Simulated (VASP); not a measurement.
Write the native input for VASP 6.6.1 that does the following.

```yaml
Task: single point
Functional: r2SCAN
Potentials_or_basis: VASP PAW PBE potentials, release 64 (Pb_d, S)
Cutoff: 520 eV
k_mesh: 7 × 7 × 6
Occupations: fermi-dirac, width 0.05 eV
Spin: no spin polarisation
Dipole_correction: no
Further_INCAR_settings: ALGO = Normal; EDIFF = 1e-06; NBANDS = 28
```

PbS:

```
Pb S
1.0
     2.06599   -5.95109    0.00000
     2.06599    5.95109    0.00000
     0.00000    0.00000    4.25060
Pb S
2 2
Direct
  0.13056 0.86944 0.25000
  0.86944 0.13056 0.75000
  0.35480 0.64520 0.25000
  0.64520 0.35480 0.75000
```

The input as run:

POSCAR

```
PbS
1.0
    2.0659928603     -5.9510856073      0.0000000000
    2.0659928603      5.9510856073      0.0000000000
    0.0000000000      0.0000000000      4.2505997999
Pb S
2 2
Direct
    0.1305633500      0.8694366500      0.2500000000
    0.8694366500      0.1305633500      0.7500000000
    0.3547970900      0.6452029100      0.2500000000
    0.6452029100      0.3547970900      0.7500000000
```

INCAR.step1

```
PREC = Accurate
ENCUT = 520
ISMEAR = -1
SIGMA = 0.05
LREAL = False
LASPH = True
NELM = 60
NBANDS = 28
GGA = PE
ALGO = Normal
EDIFF = 1E-4
LWAVE = True
LCHARG = False
```

INCAR.step2

```
PREC = Accurate
ENCUT = 520
EDIFF = 1E-6
ISMEAR = -1
SIGMA = 0.05
LREAL = False
LASPH = True
NELM = 60
ALGO = Normal
ISIF = 2
LWAVE = False
LCHARG = False
METAGGA = R2SCAN
LMIXTAU = True
NBANDS = 28
ISTART = 1
```

KPOINTS

```
regular mesh
0
Gamma
  7 7 6
```

Potentials or basis: VASP PAW PBE potentials, release 64 (Pb_d, S).

Command:

```sh
$ cat potpaw_PBE.64/Pb_d/POTCAR potpaw_PBE.64/S/POTCAR > POTCAR
$ cp INCAR.step1 INCAR
$ mpirun -np 1 vasp_std > vasp.out
$ cp INCAR.step2 INCAR
$ mpirun -np 1 vasp_std > vasp.out
```

It gave:

The pressure is 1.1 GPa, the largest force is 0.123 eV/Å and the band gap on the k mesh is 1.48 eV (least direct gap 1.79 eV).

Caveat: the PAW data sets were made with another functional, which shifts forces and pressure a little; spin-orbit coupling is left out, which moves the levels of the heavy elements; an odd mesh through Γ misses points on the zone boundary, where band edges can lie.

Run time: 4.3 min on 1 thread of Intel(R) Xeon(R) 6975P-C (Granite Rapids), with other jobs on the host, peak memory 0.38 GiB.
